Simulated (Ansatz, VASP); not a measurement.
# Two plane-wave programs on TiO2

```
CELL_PARAMETERS angstrom
-1.89945 1.89945 4.84984
1.89945 -1.89945 4.84984
1.89945 1.89945 -4.84984
ATOMIC_POSITIONS crystal
Ti 0.00000 0.00000 0.00000
Ti 0.75000 0.25000 0.50000
O 0.95647 0.45647 0.50000
O 0.20647 0.20647 0.00000
O 0.54353 0.04353 0.50000
O 0.79353 0.79353 0.00000
```

Alike in both runs: functional PBE; k mesh 10 × 10 × 10; occupations gaussian, width 0.02 eV; no spin polarisation.

Ansatz relaxed the structure, and its values are those at the end. VASP's run is a single point on that final structure, the one shown.

```csv
,VASP,Ansatz
version,VASP 6.6.1,Ansatz 0.2.0
potentials or method,"VASP PAW PBE potentials, release 64 (Ti_sv, O), cutoff 520 eV","scalar-relativistic, plane waves, PAW"
valence electrons in the cell,48,48
```

```tsv
	VASP	Ansatz	Ansatz less VASP
gap on the k mesh at the Fermi level (eV)	2.11	2.14	+0.023
least direct gap on the mesh (eV)	2.41	2.43	+0.021
pressure (GPa)	0.7	0.0	-0.67
rms of the force components (eV/Å)	0.009	0.000	-0.0085
```
